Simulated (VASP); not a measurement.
# La2Zn6Sb3 (P1) in VASP: single point with PBE

Aim: the single point of La2Zn6Sb3 with PBE.

Everything below comes from runs of VASP 6.6.1. Logs are shortened: lines on timing, memory, paths and dates and some standing lists are left out, and cuts for length are marked.

**1. The cell of the first run**

The typed cell holds 11 atoms: a = 8.006 Å, b = 8.005 Å, c = 4.295 Å, α = 89.89°, β = 90.11°, γ = 120.24°.

**2. Single point, PBE**

The input, INCAR:

```
SYSTEM = La2Zn6Sb3
PREC = Accurate
ENCUT = 520
EDIFF = 1E-6
ISMEAR = 0
SIGMA = 0.1
LREAL = .False.
LASPH = .True.
NELM = 100
ALGO = Fast
ISIF = 2
LWAVE = .False.
LCHARG = .False.
GGA = PE
NBANDS = 66
```

The input, KPOINTS:

```
Automatic mesh
0
Gamma
  2 2 4
  0 0 0
```

The input, POSCAR:

```
La2Zn6Sb3
1.0
    8.0062280000     -0.0164480000     -0.0078200000
   -4.0173590000      6.9236880000      0.0075610000
   -0.0042090000      0.0022690000      4.2947080000
Zn Sb La
6 3 2
Direct
    0.1789139895      0.0100519202      0.0085579985
    0.8354810408      0.8171555008      0.9842473456
    0.9975972097      0.1752249400      0.9729682052
    0.7174965273      0.0018456060      0.4852280686
    0.2791317561      0.2961073583      0.5029508275
    0.0074568473      0.7381951700      0.5137110180
    0.3649898712      0.9727311658      0.5157573927
    0.6189270785      0.6237825278      0.4986822364
    0.0043957273      0.3789029481      0.5409898623
    0.3176046537      0.6424533511      0.9887191582
    0.6700038680      0.3488895687      0.9584412901
```

Potentials or basis: VASP PAW PBE potentials, release 64 (Zn, Sb, La).

Launch:

```console
$ cat potpaw_PBE.64/Zn/POTCAR potpaw_PBE.64/Sb/POTCAR potpaw_PBE.64/La/POTCAR > POTCAR
$ mpirun -np 1 vasp_std > vasp.out
```

OUTCAR:

```text
SYSTEM = La2Zn6Sb3
   PREC = Accurate
   ENCUT = 520
   EDIFF = 1E-6
   ISMEAR = 0
   LREAL = .False.
   LASPH = .True.
   NELM = 100
   ISIF = 2
   GGA = PE

 ion  position               nearest neighbor table
   1  0.179  0.010  0.009-   2 2.38   3 2.41   7 2.69   7 2.74   6 2.85   6 2.88   5 2.93   5 2.96

   2  0.835  0.817  0.984-   1 2.38   3 2.48   8 2.65   6 2.70   8 2.75   6 2.89   4 3.01   4 3.02
                            11 3.29
   3  0.998  0.175  0.973-   1 2.41   9 2.45   2 2.48   5 2.81   4 2.86   9 2.92   4 2.94   5 3.00
                            10 3.30
   4  0.717  0.002  0.485-   7 2.72   8 2.72   9 2.73   3 2.86   3 2.94   2 3.01   2 3.02
   5  0.279  0.296  0.503-   9 2.60   8 2.66   3 2.81   1 2.93   1 2.96   7 2.99   3 3.00  10 3.36

   6  0.007  0.738  0.514-   7 2.51   2 2.70   8 2.77   1 2.85   9 2.87   1 2.88   2 2.89
   7  0.365  0.973  0.516-   6 2.51   1 2.69   4 2.72   1 2.74   5 2.99  10 3.20  11 3.35  10 3.36
                            11 3.65
   8  0.619  0.624  0.499-   2 2.65   5 2.66   4 2.72   2 2.75   6 2.77  11 3.13  10 3.26  10 3.31
                            11 3.36
   9  0.004  0.379  0.541-   3 2.45   5 2.60   4 2.73   6 2.87   3 2.92  10 3.02  11 3.13  10 3.32
                            11 3.58
  10  0.318  0.642  0.989-   9 3.02   7 3.20   8 3.26   3 3.30   8 3.31   9 3.32   7 3.36   5 3.36

  11  0.670  0.349  0.958-   8 3.13   9 3.13   2 3.29   7 3.35   8 3.36   9 3.58   7 3.65

  LATTYP: Found a triclinic cell.
 ALAT       =     9.0769512115
 B/A-ratio  =     0.4731446233
 C/A-ratio  =     0.8787399726
 COS(alpha) =     0.0000650678
 COS(beta)  =     0.4392396377
 COS(gamma) =     0.4714748852

  Lattice vectors:

 A1 = (   4.0131500000,  -6.9214190000,   4.2871470000)
 A2 = (  -0.0042090000,   0.0022690000,   4.2947080000)
 A3 = (  -3.9888690000,  -6.9072400000,   0.0002590000)

Analysis of symmetry for initial positions (statically):
=====================================================================
 Subroutine PRICEL returns:
 Original cell was already a primitive cell.

 Routine SETGRP: Setting up the symmetry group for a
 triclinic supercell.

 Subroutine GETGRP returns: Found  1 space group operations
 (whereof  1 operations were pure point group operations)
 out of a pool of  2 trial point group operations.

The static configuration has the point symmetry C_1 .

Analysis of symmetry for dynamics (positions and initial velocities):
=====================================================================
 Subroutine PRICEL returns:
 Original cell was already a primitive cell.

 Routine SETGRP: Setting up the symmetry group for a
 triclinic supercell.

 Subroutine GETGRP returns: Found  1 space group operations
 (whereof  1 operations were pure point group operations)
 out of a pool of  2 trial point group operations.

The dynamic configuration has the point symmetry C_1 .

 Subroutine INISYM returns: Found  1 space group operations
 (whereof  1 operations are pure point group operations),
 and found     1 'primitive' translations

----------------------------------------------------------------------------------------

                                     Primitive cell

  volume of cell :     237.7829

  direct lattice vectors                    reciprocal lattice vectors
     8.006228000 -0.016448000 -0.007820000     0.125051911  0.072559275  0.000084221
    -4.017359000  6.923688000  0.007561000     0.000297000  0.144604109 -0.000076107
    -0.004209000  0.002269000  4.294708000     0.000227177 -0.000122462  0.232844988

  length of vectors
     8.006248714  8.004791442  4.294710662     0.144578131  0.144604434  0.232845131

  position of ions in fractional coordinates (direct lattice)
     0.178913990  0.010051920  0.008557999
     0.835481041  0.817155501  0.984247346
     0.997597210  0.175224940  0.972968205
     0.717496527  0.001845606  0.485228069
     0.279131756  0.296107358  0.502950828
     0.007456847  0.738195170  0.513711018
     0.364989871  0.972731166  0.515757393
     0.618927079  0.623782528  0.498682236
     0.004395727  0.378902948  0.540989862
     0.317604654  0.642453351  0.988719158
     0.670003868  0.348889569  0.958441290

  ion indices of the primitive-cell ions
   primitive index   ion index
                 1           1
                 2           2
                 3           3
                 4           4
                 5           5
                 6           6
                 7           7
                 8           8
                 9           9
                10          10
                11          11

----------------------------------------------------------------------------------------

 KPOINTS: Automatic mesh

Automatic generation of k-mesh.
 Grid dimensions read from file:
 generate k-points for:    2    2    4

 Generating k-lattice:

  Cartesian coordinates                     Fractional coordinates (reciprocal lattice)
     0.062525956  0.036279638  0.000042111     0.500000000 -0.000000000 -0.000000000
     0.000148500  0.072302054 -0.000038053     0.000000000  0.500000000  0.000000000
     0.000056794 -0.000030615  0.058211247     0.000000000 -0.000000000  0.250000000

  Length of vectors
     0.072289066  0.072302217  0.058211283

  Shift w.r.t. Gamma in fractional coordinates (k-lattice)
     0.000000000  0.000000000  0.000000000

 Subroutine IBZKPT returns following result:
 ===========================================

 Found     12 irreducible k-points:

 Following reciprocal coordinates:
            Coordinates               Weight
  0.000000  0.000000  0.000000      1.000000
  0.500000  0.000000  0.000000      1.000000
 -0.000000  0.500000  0.000000      1.000000
  0.500000  0.500000  0.000000      1.000000
 -0.000000 -0.000000  0.250000      2.000000
  0.500000  0.000000  0.250000      2.000000
 -0.000000  0.500000  0.250000      2.000000
  0.500000  0.500000  0.250000      2.000000
 -0.000000 -0.000000  0.500000      1.000000
  0.500000  0.000000  0.500000      1.000000
 -0.000000  0.500000  0.500000      1.000000
  0.500000  0.500000  0.500000      1.000000
   k-points           NKPTS =     12   k-points in BZ     NKDIM =     12   number of bands    NBANDS=     66
   number of dos      NEDOS =    301   number of ions     NIONS =     11
   total plane-waves  NPLWV = 115200
   dimension x,y,z NGX =    60 NGY =   60 NGZ =   32
   dimension x,y,z NGXF=   120 NGYF=  120 NGZF=   64
   ions per type =               6   3   2
   NGX,Y,Z   is equivalent  to a cutoff of  12.46, 12.46, 12.39 a.u.
   NGXF,Y,Z  is equivalent  to a cutoff of  24.92, 24.92, 24.77 a.u.
 SYSTEM =  La2Zn6Sb3
   PREC   = accura    normal or accurate (medium, high low for compatibility)
   ISTART =      0    job   : 0-new  1-cont  2-samecut
   ICHARG =      2    charge: 1-file 2-atom 10-const
   ISPIN  =      1    spin polarized calculation?
   LNONCOLLINEAR =      F non collinear calculations
   LSORBIT =      F    spin-orbit coupling
   LASPH  =      T    aspherical Exc in radial PAW
   ENCUT  =  520.0 eV  38.22 Ry    6.18 a.u.  14.89 14.88  7.99*2*pi/ulx,y,z
   NELM   =    100;   NELMIN=  2; NELMDL= -5     # of ELM steps
   EDIFF  = 0.1E-05   stopping-criterion for ELM
   LREAL  =      F    real-space projection
   EDIFFG = 0.1E-04   stopping-criterion for IOM
   NSW    =      0    number of steps for IOM
   IBRION =     -1    ionic relax: 0-MD 1-quasi-New 2-CG
   NFREE  =      0    steps in history (QN), initial steepest desc. (CG)
   ISIF   =      2    stress and relaxation
   ISYM   =      2    0-nonsym 1-usesym 2-fastsym
   POTIM  = 0.5000    time-step for ionic-motion
   TEBEG  =    0.0;   TEEND  =   0.0 temperature during run
   PSTRESS=    0.0 pullay stress
   NELECT =     109.0000    total number of electrons
   NUPDOWN=      -1.0000    fix difference up-down
   EMIN   =  10.00;   EMAX   =-10.00  energy-range for DOS
   EFERMI =   0.00;   METHOD = LEGACY
   ISMEAR =     0;   SIGMA  =   0.10  broadening in eV -4-tet -1-fermi 0-gaus
   EFERMI_NEDOS =   21; number of points for ismear=-14 and -15
   IALGO  =     68    algorithm
   IMIX   =      4    mixing-type and parameters
     AMIX     =   0.40;   BMIX     =  1.00
     AMIX_MAG =   1.60;   BMIX_MAG =  1.00
  volume/ion in A,a.u.               =      21.62       145.88
  Fermi-wavevector in a.u.,A,eV,Ry     =   1.262283  2.385369 21.678965  1.593359
  Thomas-Fermi vector in A             =   2.395699
   LORBIT       =      0    0 simple, 1 ext, 2 COOP (PROOUT), +10 PAW based schemes
   GGA     = PE    functional components
   LHFCALC =     F    Hartree Fock is set to
   AEXX    =    0.0000 exact exchange contribution
   IVDW    =     0    specifies the selected vdW correction
   LEPSILON=     F    determine dielectric tensor
   LRPA    =     F    only Hartree local field effects (RPA)
 non-spin polarized calculation
 RMM-DIIS sequential band-by-band and
 Gauss-broadening in eV      SIGMA  =   0.10
  energy-cutoff  :      520.00
  volume of cell :      237.78
 maximum number of plane-waves:      6460
 NGX is ok and might be reduce to    60
   NGX = 29   NGY = 29   NGZ = 15

 number of electron     109.0000019 magnetization

 Free energy of the ion-electron system (eV)
  ---------------------------------------------------
  ext. energy  EPLUGINS =         0.00000000
  ---------------------------------------------------
  free energy    TOTEN  =       -31.39895246 eV

  energy without entropy =      -31.37424499  energy(sigma->0) =      -31.38659872

 E-fermi :   6.9952     XC(G=0): -10.5876

 val. band max:        6.9540993895   @ k =   0.5000   0.0000   0.5000
 cond. band min:       7.0019760159   @ k =  -0.0000   0.5000   0.5000
 fundamental gap:      0.0478766264
 Fermi energy:         6.9951895633

 k-point     1 :       0.0000    0.0000    0.0000
  band No.  band energies     occupation
      1     -26.2998      2.00000
      2     -26.1587      2.00000
      3     -10.2493      2.00000
      4     -10.1846      2.00000
      5     -10.0650      2.00000
      6     -10.0002      2.00000
[... 817 lines left out ...]
     65       8.7035      0.00000
     66       8.7543      0.00000

------------------------ aborting loop because EDIFF is reached ----------------------------------------

  FORCE on cell =-STRESS in cart. coord.  units (eV):
  Direction    XX          YY          ZZ          XY          YZ          ZX
  --------------------------------------------------------------------------------------
  -------------------------------------------------------------------------------------
  Total       12.4333600     11.1707406      8.1303702      1.7504014     -0.9676961      1.2382419
  in kB       83.7757927     75.2682822     54.7823123     11.7941786     -6.5203220      8.3432552
  external PRESSURE =      71.2754624 kB  Pullay stress =       0.0000000 kB

 VOLUME and BASIS-vectors are now :
 -----------------------------------------------------------------------------
  energy-cutoff  :      520.00
  volume of cell :      237.78
      direct lattice vectors                 reciprocal lattice vectors
     8.006228000 -0.016448000 -0.007820000     0.125051911  0.072559275  0.000084221
    -4.017359000  6.923688000  0.007561000     0.000297000  0.144604109 -0.000076107
    -0.004209000  0.002269000  4.294708000     0.000227177 -0.000122462  0.232844988

 POSITION                                       TOTAL-FORCE (eV/Angst)
 -----------------------------------------------------------------------------------
      1.39201      0.06667      0.03543         0.392159      0.307581      0.215181
      3.40210      5.64622      4.22670        -0.335095      0.076500      0.331227
      7.27895      1.19900      4.17214         0.026910     -0.824530      1.412095
      5.73498      0.00208      2.07832         0.064747      0.024309     -0.150658
      1.04311      2.04670      2.16008         0.771048     -0.724820     -0.215040
     -2.90806      5.11208      2.21176        -0.617541     -0.870697     -0.041266
     -0.98779      6.73005      2.21953         1.514510      1.409395     -0.445557
      2.44721      4.30983      2.14157        -0.478087     -0.646328     -0.597677
     -1.48927      2.62456      2.32622        -1.818570      1.223717     -2.353405
     -0.04231      4.44517      4.24863         0.519011      0.695561      0.804189
      3.95855      2.40676      4.11362        -0.039092     -0.670687      1.040910
 -----------------------------------------------------------------------------------
    total drift:                                0.000889      0.000759     -0.002582

  FREE ENERGIE OF THE ION-ELECTRON SYSTEM (eV)
  ---------------------------------------------------
  free  energy   TOTEN  =       -31.3989524576 eV

  energy  without entropy=      -31.3742449920  energy(sigma->0) =      -31.38659872
```

Run time: 6.1 min. Hardware: 1 thread of Intel Xeon 6975P-C (Granite Rapids), shared host; peak memory 0.45 GiB.

What came out:

- Free energy: -31.3990 eV
- Pressure: 7.1 GPa
- Largest force: 3.216 eV/Å
- Band gap on the k mesh: zero (an odd number of electrons rules out a gap without spin polarisation)

Forces in eV/Å, atoms in the order of the input:
```
Zn   0.392  0.308  0.215
Zn  -0.335  0.076  0.331
Zn   0.027 -0.825  1.412
Zn   0.065  0.024 -0.151
Zn   0.771 -0.725 -0.215
Zn  -0.618 -0.871 -0.041
Sb   1.515  1.409 -0.446
Sb  -0.478 -0.646 -0.598
Sb  -1.819  1.224 -2.353
La   0.519  0.696  0.804
La  -0.039 -0.671  1.041
```

Levels at points of the mesh, in eV from the Fermi level:
```
           k point  band 51  band 52  band 53  band 54  band 55  band 56  band 57  band 58
(0.00, 0.00, 0.00)    -2.00    -0.92    -0.57    -0.24    -0.09     0.28     0.38     0.57
(0.50, 0.00, 0.00)    -1.97    -1.25    -1.06    -0.40    -0.18     0.18     0.74     1.15
(0.00, 0.50, 0.00)    -2.12    -1.35    -1.09    -0.45    -0.09     0.39     0.68     1.16
(0.50, 0.50, 0.00)    -2.00    -1.27    -1.13    -0.45     0.01     0.39     0.71     0.97
(0.00, 0.00, 0.50)    -2.20    -2.10    -1.80    -0.55     0.13     0.36     0.50     0.59
(0.50, 0.00, 0.50)    -2.59    -2.53    -1.40    -0.33    -0.18    -0.04     0.30     0.77
(0.00, 0.50, 0.50)    -2.87    -2.46    -1.78    -0.48    -0.14     0.01     0.14     0.95
(0.50, 0.50, 0.50)    -2.75    -2.70    -1.39    -0.28    -0.13     0.07     0.44     0.84
```

Caveat: the k points lie up to 0.45 Å⁻¹ apart, too coarse for converged energies and pressures of a metal; spin-orbit coupling is left out, which moves the levels of the heavy elements; forces of over 1 eV/Å act on the atoms, so gaps and moduli don't describe the material at rest.
